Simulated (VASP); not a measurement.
# TaN (Fm-3m) in VASP: a series of runs

The runs below take TaN through single point, with LDA.

Program: VASP 6.6.1. These are calculated values, not measurements. Logs are shortened: lines on timing, memory, paths and dates and some standing lists are left out, and cuts for length are marked.

**1. The cell of the first run**

It takes space group Fm-3m (No. 225, cubic). Conventional cell: a = 4.358 Å, b = 4.358 Å, c = 4.358 Å, α = 90.00°, β = 90.00°, γ = 90.00°. Ta (site symmetry m-3m) has 6 N at 2.18 Å within 2.9 Å. Within 2.9 Å of N (site symmetry m-3m) lie 6 Ta at 2.18 Å.

**2. Single point, LDA, non-collinear spin, zero start, spin-orbit coupling**

File INCAR:

```
PREC     = Accurate       # precision mode
ENCUT    = 600            # plane-wave cutoff, eV
EDIFF    = 1E-6           # SCF threshold, eV
ISMEAR   = 0              # smearing method
SIGMA    = 0.05           # smearing width, eV
LREAL    = False          # projectors in reciprocal space
LASPH    = True           # aspherical terms in the spheres
NELM     = 200            # most SCF steps
ALGO     = Normal         # electronic algorithm
ISIF     = 2              # what is computed and relaxed
LWAVE    = False          # write WAVECAR
LCHARG   = False          # write CHGCAR
LNONCOLLINEAR= True           # non-collinear magnetism
MAGMOM   = 0 0 0 0 0 0    # initial moments
LORBIT   = 11             # projections on sites
LSORBIT  = True           # spin-orbit coupling
GGA_COMPAT= False        
LORBMOM  = True         
LMAXMIX  = 4              # l up to which the mixer works
GGA      = CA             # functional
NBANDS   = 28             # bands
```

File KPOINTS:

```
Automatic mesh
0
Gamma
  10 10 10
```

File POSCAR:

```
TaN
1.0
    0.0000000000      2.1790013101      2.1790013101
    2.1790013101      0.0000000000      2.1790013101
    2.1790013101      2.1790013101      0.0000000000
Ta N
1 1
Direct
    0.5000000000      0.5000000000      0.5000000000
    0.0000000000      0.0000000000      0.0000000000
```

Potentials or basis: VASP PAW LDA potentials, release 64 (Ta_pv, N).

Command:

```console
> cat potpaw_LDA.64/Ta_pv/POTCAR potpaw_LDA.64/N/POTCAR > POTCAR
> mpirun -np 1 vasp_ncl > vasp.out
```

OUTCAR:

```text
PREC = Accurate
   ENCUT = 600
   EDIFF = 1E-6
   ISMEAR = 0
   LREAL = False
   LASPH = True
   NELM = 200
   ISIF = 2
   LNONCOLLINEAR = True
   LORBIT = 11
   LSORBIT = True
   GGA = CA

 ion  position               nearest neighbor table
   1  0.500  0.500  0.500-   2 2.18   2 2.18   2 2.18   2 2.18   2 2.18   2 2.18
   2  0.000  0.000  0.000-   1 2.18   1 2.18   1 2.18   1 2.18   1 2.18   1 2.18

  LATTYP: Found a face centered cubic cell.
 ALAT       =     4.3580026202

  Lattice vectors:

 A1 = (   0.0000000000,   2.1790013101,   2.1790013101)
 A2 = (   2.1790013101,   0.0000000000,   2.1790013101)
 A3 = (   2.1790013101,   2.1790013101,   0.0000000000)

Analysis of symmetry for initial positions (statically):
=====================================================================
 Subroutine PRICEL returns:
 Original cell was already a primitive cell.

 Routine SETGRP: Setting up the symmetry group for a
 face centered cubic supercell.

 Subroutine GETGRP returns: Found 48 space group operations
 (whereof 48 operations were pure point group operations)
 out of a pool of 48 trial point group operations.

The static configuration has the point symmetry O_h .

Analysis of symmetry for dynamics (positions and initial velocities):
=====================================================================
 Subroutine PRICEL returns:
 Original cell was already a primitive cell.

 Routine SETGRP: Setting up the symmetry group for a
 face centered cubic supercell.

 Subroutine GETGRP returns: Found 48 space group operations
 (whereof 48 operations were pure point group operations)
 out of a pool of 48 trial point group operations.

The dynamic configuration has the point symmetry O_h .

Analysis of structural, dynamic, and magnetic symmetry:
=====================================================================
 Subroutine PRICEL returns:
 Original cell was already a primitive cell.

 Routine SETGRP: Setting up the symmetry group for a
 face centered cubic supercell.

 Subroutine GETGRP returns: Found 48 space group operations
 (whereof 48 operations were pure point group operations)
 out of a pool of 48 trial point group operations.

The overall configuration has the point symmetry O_h .

 Subroutine INISYM returns: Found 48 space group operations
 (whereof 48 operations are pure point group operations),
 and found     1 'primitive' translations

----------------------------------------------------------------------------------------

                                     Primitive cell

  volume of cell :      20.6920

  direct lattice vectors                    reciprocal lattice vectors
     0.000000000  2.179001310  2.179001310    -0.229462918  0.229462918  0.229462918
     2.179001310  0.000000000  2.179001310     0.229462918 -0.229462918  0.229462918
     2.179001310  2.179001310  0.000000000     0.229462918  0.229462918 -0.229462918

  length of vectors
     3.081573205  3.081573205  3.081573205     0.397441433  0.397441433  0.397441433

  position of ions in fractional coordinates (direct lattice)
     0.500000000  0.500000000  0.500000000
     0.000000000  0.000000000  0.000000000

  ion indices of the primitive-cell ions
   primitive index   ion index
                 1           1
                 2           2

----------------------------------------------------------------------------------------

 KPOINTS: Automatic mesh

Automatic generation of k-mesh.
 Grid dimensions read from file:
 generate k-points for:   10   10   10

 Generating k-lattice:

  Cartesian coordinates                     Fractional coordinates (reciprocal lattice)
    -0.022946292  0.022946292  0.022946292     0.100000000  0.000000000  0.000000000
     0.022946292 -0.022946292  0.022946292     0.000000000  0.100000000  0.000000000
     0.022946292  0.022946292 -0.022946292     0.000000000  0.000000000  0.100000000

  Length of vectors
     0.039744143  0.039744143  0.039744143

  Shift w.r.t. Gamma in fractional coordinates (k-lattice)
     0.000000000  0.000000000  0.000000000

 Subroutine IBZKPT returns following result:
 ===========================================

 Found     47 irreducible k-points:

 Following reciprocal coordinates:
            Coordinates               Weight
  0.000000  0.000000  0.000000      1.000000
  0.100000  0.000000  0.000000      8.000000
  0.200000  0.000000  0.000000      8.000000
  0.300000  0.000000  0.000000      8.000000
[... 55 lines left out ...]
   EFERMI_NEDOS =   21; number of points for ismear=-14 and -15
   IALGO  =     38    algorithm
   IMIX   =      4    mixing-type and parameters
     AMIX     =   0.40;   BMIX     =  1.00
     AMIX_MAG =   1.60;   BMIX_MAG =  1.00
  volume/ion in A,a.u.               =      10.35        69.82
  Fermi-wavevector in a.u.,A,eV,Ry     =   1.502614  2.839528 30.719885  2.257848
  Thomas-Fermi vector in A             =   2.613831
   LORBIT       =     11    0 simple, 1 ext, 2 COOP (PROOUT), +10 PAW based schemes
   GGA     = CA    functional components
   LHFCALC =     F    Hartree Fock is set to
   AEXX    =    0.0000 exact exchange contribution
   IVDW    =     0    specifies the selected vdW correction
   LEPSILON=     F    determine dielectric tensor
   LRPA    =     F    only Hartree local field effects (RPA)
 Gauss-broadening in eV      SIGMA  =   0.05
  energy-cutoff  :      600.00
  volume of cell :       20.69
 maximum number of plane-waves:      1402
 NGX is ok and might be reduce to    28
   NGX = 13   NGY = 13   NGZ = 13

 number of electron      16.0000000 magnetization       0.0000000      0.0000000      0.0000000

 number of electron      16.0000001 magnetization      -0.0000000     -0.0000000      0.0000000

 number of electron      16.0000001 magnetization       0.0000000      0.0000000     -0.0000000

 Free energy of the ion-electron system (eV)
  ---------------------------------------------------
  ext. energy  EPLUGINS =         0.00000000
  ---------------------------------------------------
  free energy    TOTEN  =       -24.84361212 eV

  energy without entropy =      -24.84223570  energy(sigma->0) =      -24.84292391

 E-fermi :   9.7200     XC(G=0): -13.8112

 val. band max:        9.6510053455   @ k =  -0.3000   0.4000   0.2000
 cond. band min:       9.7381476806   @ k =   0.0000   0.0000   0.0000
 fundamental gap:      0.0871423351
 Fermi energy:         9.7200211924

 k-point     1 :       0.0000    0.0000    0.0000
  band No.  band energies     occupation
      1     -31.2155      1.00000
      2     -31.2155      1.00000
      3     -23.2970      1.00000
      4     -23.2970      1.00000
      5     -23.2970      1.00000
      6     -23.2970      1.00000
[... 733 lines left out ...]
     27      20.6826      0.00000
     28      20.6826      0.00000

 [... further k-points ...]

------------------------ aborting loop because EDIFF is reached ----------------------------------------

  FORCE on cell =-STRESS in cart. coord.  units (eV):
  Direction    XX          YY          ZZ          XY          YZ          ZX
  --------------------------------------------------------------------------------------
  -------------------------------------------------------------------------------------
  Total        0.0044931      0.0044931      0.0044931      0.0000000      0.0000000      0.0000000
  in kB        0.3479024      0.3479024      0.3479024      0.0000000      0.0000000      0.0000000
  external PRESSURE =       0.3479024 kB  Pullay stress =       0.0000000 kB

 VOLUME and BASIS-vectors are now :
 -----------------------------------------------------------------------------
  energy-cutoff  :      600.00
  volume of cell :       20.69
      direct lattice vectors                 reciprocal lattice vectors
     0.000000000  2.179001310  2.179001310    -0.229462918  0.229462918  0.229462918
     2.179001310  0.000000000  2.179001310     0.229462918 -0.229462918  0.229462918
     2.179001310  2.179001310  0.000000000     0.229462918  0.229462918 -0.229462918

 POSITION                                       TOTAL-FORCE (eV/Angst)
 -----------------------------------------------------------------------------------
      2.17900      2.17900      2.17900         0.000000      0.000000      0.000000
      0.00000      0.00000      0.00000        -0.000000      0.000000     -0.000000
 -----------------------------------------------------------------------------------
    total drift:                                0.000000      0.000000      0.000000

  FREE ENERGIE OF THE ION-ELECTRON SYSTEM (eV)
  ---------------------------------------------------
  free  energy   TOTEN  =       -24.8436121234 eV

  energy  without entropy=      -24.8422356987  energy(sigma->0) =      -24.84292391

 orbital moment (x)

 # of ion     p       d       tot
 ----------------------------------------
  1         0.000  -0.000  -0.000
  2         0.000   0.000   0.000
 ----------------------------------------
            0.000  -0.000  -0.000

 orbital moment (y)

 # of ion     p       d       tot
 ----------------------------------------
  1         0.000  -0.000  -0.000
  2         0.000   0.000   0.000
 ----------------------------------------
            0.000  -0.000  -0.000

 orbital moment (z)

 # of ion     p       d       tot
 ----------------------------------------
  1         0.000   0.000   0.000
  2         0.000   0.000   0.000
 ----------------------------------------
            0.000   0.000   0.000

 Spin-Orbit-Coupling matrix elements

 Ion:    1  E_soc:     -1.3471726
 l=   1
     0.0000000    -0.2066786    -0.2066786
    -0.2066786     0.0000000    -0.2066786
    -0.2066786    -0.2066786     0.0000000
 l=   2
     0.0000000    -0.0050510     0.0000000    -0.0050510    -0.0127991
    -0.0050510     0.0000000    -0.0095993    -0.0050510    -0.0031998
     0.0000000    -0.0095993     0.0000000    -0.0095993     0.0000000
    -0.0050510    -0.0050510    -0.0095993     0.0000000    -0.0031998
    -0.0127991    -0.0031998     0.0000000    -0.0031998     0.0000000
 l=   3
     0.0000000     0.0000000     0.0000000     0.0000000     0.0000000     0.0000000     0.0000000
     0.0000000     0.0000000     0.0000000     0.0000000     0.0000000     0.0000000     0.0000000
     0.0000000     0.0000000     0.0000000     0.0000000     0.0000000     0.0000000     0.0000000
     0.0000000     0.0000000     0.0000000     0.0000000     0.0000000     0.0000000     0.0000000
     0.0000000     0.0000000     0.0000000     0.0000000     0.0000000     0.0000000     0.0000000
     0.0000000     0.0000000     0.0000000     0.0000000     0.0000000     0.0000000     0.0000000
     0.0000000     0.0000000     0.0000000     0.0000000     0.0000000     0.0000000     0.0000000

 Ion:    2  E_soc:     -0.0004286
 l=   1
     0.0000000    -0.0000714    -0.0000714
    -0.0000714     0.0000000    -0.0000714
    -0.0000714    -0.0000714     0.0000000
 l=   2
     0.0000000     0.0000000     0.0000000     0.0000000     0.0000000
     0.0000000     0.0000000     0.0000000     0.0000000     0.0000000
     0.0000000     0.0000000     0.0000000     0.0000000     0.0000000
     0.0000000     0.0000000     0.0000000     0.0000000     0.0000000
     0.0000000     0.0000000     0.0000000     0.0000000     0.0000000
 l=   3
     0.0000000     0.0000000     0.0000000     0.0000000     0.0000000     0.0000000     0.0000000
     0.0000000     0.0000000     0.0000000     0.0000000     0.0000000     0.0000000     0.0000000
     0.0000000     0.0000000     0.0000000     0.0000000     0.0000000     0.0000000     0.0000000
     0.0000000     0.0000000     0.0000000     0.0000000     0.0000000     0.0000000     0.0000000
     0.0000000     0.0000000     0.0000000     0.0000000     0.0000000     0.0000000     0.0000000
     0.0000000     0.0000000     0.0000000     0.0000000     0.0000000     0.0000000     0.0000000
     0.0000000     0.0000000     0.0000000     0.0000000     0.0000000     0.0000000     0.0000000

 total charge

# of ion       s       p       d       tot
------------------------------------------
    1        0.282   6.238   2.516   9.036
    2        1.215   2.532   0.000   3.747
--------------------------------------------------
tot          1.497   8.770   2.516  12.783

 magnetization (x)

# of ion       s       p       d       tot
------------------------------------------
    1        0.000   0.000   0.000   0.000
    2        0.000   0.000   0.000   0.000
--------------------------------------------------
tot          0.000   0.000   0.000   0.000

 magnetization (y)

# of ion       s       p       d       tot
------------------------------------------
    1       -0.000  -0.000  -0.000  -0.000
    2       -0.000   0.000   0.000  -0.000
--------------------------------------------------
tot         -0.000  -0.000  -0.000  -0.000

 magnetization (z)

# of ion       s       p       d       tot
------------------------------------------
    1       -0.000   0.000   0.000   0.000
    2       -0.000  -0.000   0.000  -0.000
--------------------------------------------------
tot         -0.000  -0.000   0.000   0.000
```

It took 66 s on 1 thread of Intel Xeon Platinum 8488C (Sapphire Rapids), shared host; peak memory 0.22 GiB.

Results:

```yaml
Free_energy: -24.8436 eV
Pressure: 0.0 GPa
Net_moment: 0.00 μB per cell
Valence_electrons_inside_the_program's_atomic_spheres: Ta 9.04; N 3.75
```

Moments on the atoms (μB; x, y, z):
```
Ta  0.00 0.00 0.00
N   0.00 0.00 0.00
```

**3. Single point, LDA, non-collinear spin, zero start, spin-orbit coupling**

File INCAR:

```
SYSTEM = TaN
ALGO = Normal
EDIFF = 1E-6
ENCUT = 600
GGA = CA
GGA_COMPAT = .FALSE.
ISIF = 2
ISMEAR = 0
LASPH = .TRUE.
LCHARG = .FALSE.
LMAXMIX = 4
LORBIT = 11
LORBMOM = .TRUE.
LREAL = .FALSE.
LSORBIT = .TRUE.
LWAVE = .FALSE.
MAGMOM = 0 0 0 0 0 0
NBANDS = 28
NELM = 200
PREC = Accurate
SIGMA = 0.05
```

File KPOINTS:

```
k-points
0
G
  10 10 10
  0 0 0
```

POSCAR is that of step 2.

Potentials or basis: VASP PAW LDA potentials, release 64 (Ta_pv, N).

Command:

```console
> cat potpaw_LDA.64/Ta_pv/POTCAR potpaw_LDA.64/N/POTCAR > POTCAR
> mpirun -np 1 vasp_ncl > vasp.out
```

Run time: 68 s. Hardware: 1 thread of Intel Xeon Platinum 8488C (Sapphire Rapids), shared host; peak memory 0.22 GiB.

The run converged. Its results:

| Item | Value |
| --- | --- |
| Free energy | -24.8436 eV |
| Pressure | 0.0 GPa |
| Net moment | 0.00 μB per cell |
| Valence electrons inside the program's atomic spheres | Ta 9.04; N 3.75 |

Moments on the atoms (μB; x, y, z):
```
Ta  0.00 0.00 0.00
N   0.00 0.00 0.00
```

**4. Single point, LDA, collinear spin, ferromagnetic start**

File INCAR:

```
SYSTEM = TaN
PREC = Accurate ; ENCUT = 600
EDIFF = 1E-6 ; ISMEAR = 0
SIGMA = 0.05 ; LREAL = .False.
LASPH = .True. ; NELM = 200
ALGO = Normal ; ISIF = 2
LWAVE = .False. ; LCHARG = .True.
ISPIN = 2 ; MAGMOM = 2 0
LORBIT = 11 ; LMAXMIX = 4
LELF = .True. ; LVHAR = .True.
NBANDS = 19 ; GGA_COMPAT = .False.
```

File KPOINTS:

```
Automatic mesh
0
Gamma
  14 14 14
  0 0 0
```

POSCAR is that of step 3.

Potentials or basis: VASP PAW LDA potentials, release 64 (Ta_pv, N).

Command:

```console
> cat potpaw_LDA.64/Ta_pv/POTCAR potpaw_LDA.64/N/POTCAR > POTCAR
> mpirun -np 1 vasp_std > vasp.out
```

OUTCAR:

```text
SYSTEM = TaN
   PREC = Accurate
   ENCUT = 600
   EDIFF = 1E-6
   ISMEAR = 0
   LREAL = .False.
   LASPH = .True.
   NELM = 200
   ISIF = 2
   ISPIN = 2
   LORBIT = 11

 ion  position               nearest neighbor table
   1  0.500  0.500  0.500-   2 2.18   2 2.18   2 2.18   2 2.18   2 2.18   2 2.18
   2  0.000  0.000  0.000-   1 2.18   1 2.18   1 2.18   1 2.18   1 2.18   1 2.18

  LATTYP: Found a face centered cubic cell.
 ALAT       =     4.3580026202

  Lattice vectors:

 A1 = (   0.0000000000,   2.1790013101,   2.1790013101)
 A2 = (   2.1790013101,   0.0000000000,   2.1790013101)
 A3 = (   2.1790013101,   2.1790013101,   0.0000000000)

[... 1273 lines left out ...]
 -----------------------------------------------------------------------------
  energy-cutoff  :      600.00
  volume of cell :       20.69
      direct lattice vectors                 reciprocal lattice vectors
     0.000000000  2.179001310  2.179001310    -0.229462918  0.229462918  0.229462918
     2.179001310  0.000000000  2.179001310     0.229462918 -0.229462918  0.229462918
     2.179001310  2.179001310  0.000000000     0.229462918  0.229462918 -0.229462918

 POSITION                                       TOTAL-FORCE (eV/Angst)
 -----------------------------------------------------------------------------------
      2.17900      2.17900      2.17900         0.000000      0.000000     -0.000000
      0.00000      0.00000      0.00000         0.000000     -0.000000      0.000000
 -----------------------------------------------------------------------------------
    total drift:                                0.000000      0.000000      0.000000

  FREE ENERGIE OF THE ION-ELECTRON SYSTEM (eV)
  ---------------------------------------------------
  free  energy   TOTEN  =       -24.1480786634 eV

  energy  without entropy=      -24.1470125210  energy(sigma->0) =      -24.14754559

 total charge

# of ion       s       p       d       tot
------------------------------------------
    1        0.281   6.237   2.511   9.030
    2        1.214   2.533   0.000   3.747
--------------------------------------------------
tot          1.495   8.770   2.511  12.777

 magnetization (x)

# of ion       s       p       d       tot
------------------------------------------
    1        0.000  -0.000   0.000   0.000
    2       -0.000  -0.000   0.000  -0.000
--------------------------------------------------
tot          0.000  -0.000   0.000  -0.000
```

OSZICAR:

```text
N       E                     dE             d eps       ncg     rms          rms(c)
DAV:   1     0.105664169785E+03    0.10566E+03   -0.93039E+03  7912   0.995E+02
DAV:   2    -0.233231697288E+02   -0.12899E+03   -0.12091E+03  9124   0.284E+02
DAV:   3    -0.267902840364E+02   -0.34671E+01   -0.34140E+01  9201   0.406E+01
DAV:   4    -0.268003746874E+02   -0.10091E-01   -0.10088E-01  8953   0.239E+00
DAV:   5    -0.268003963450E+02   -0.21658E-04   -0.21659E-04  8760   0.114E-01    0.268E+01
DAV:   6    -0.242906309121E+02    0.25098E+01   -0.41649E+00  8814   0.209E+01    0.110E+01
DAV:   7    -0.241963330853E+02    0.94298E-01   -0.35773E-01  8223   0.455E+00    0.760E+00
DAV:   8    -0.241733779993E+02    0.22955E-01   -0.93669E-02  8414   0.240E+00    0.189E+00
DAV:   9    -0.241490362348E+02    0.24342E-01   -0.36563E-03  8346   0.490E-01    0.413E-01
DAV:  10    -0.241484174571E+02    0.61878E-03   -0.15152E-03  8789   0.317E-01    0.248E-01
DAV:  11    -0.241485326624E+02   -0.11521E-03   -0.14833E-04  8381   0.135E-01    0.133E-01
DAV:  12    -0.241480917784E+02    0.44088E-03   -0.20596E-05  8326   0.541E-02    0.271E-02
DAV:  13    -0.241480795643E+02    0.12214E-04   -0.33296E-06  8659   0.194E-02    0.132E-02
DAV:  14    -0.241480786634E+02    0.90090E-06   -0.37067E-07  4263   0.580E-03
   1 F= -.24148079E+02 E0= -.24147546E+02  d E =-.106614E-02  mag=    -0.0000
```

stdout:

```text
POSCAR found type information on POSCAR TaN
 POSCAR found :  2 types and       2 ions
 scaLAPACK will be used
 LDA part: xc-table for (Slater(with rela. corr.)+CA(PZ))
 , standard interpolation
 POSCAR, INCAR and KPOINTS ok, starting setup
 FFT: planning ... GRIDC
 FFT: planning ... GRID_SOFT
 FFT: planning ... GRID
 WAVECAR not read
 entering main loop
```

It took 84 s on 1 thread of Intel Xeon Platinum 8488C (Sapphire Rapids), shared host; peak memory 0.21 GiB.

Results:

| Property | Result |
| --- | --- |
| Free energy | -24.1481 eV |
| Pressure | -0.5 GPa |
| Band gap on the k mesh | zero (filled and empty bands overlap) |
| Net moment | 0.00 μB per cell |
| Valence electrons inside the program's atomic spheres | Ta 9.03; N 3.75 |

Caveat: spin-orbit coupling is left out, which moves the levels of the heavy elements.
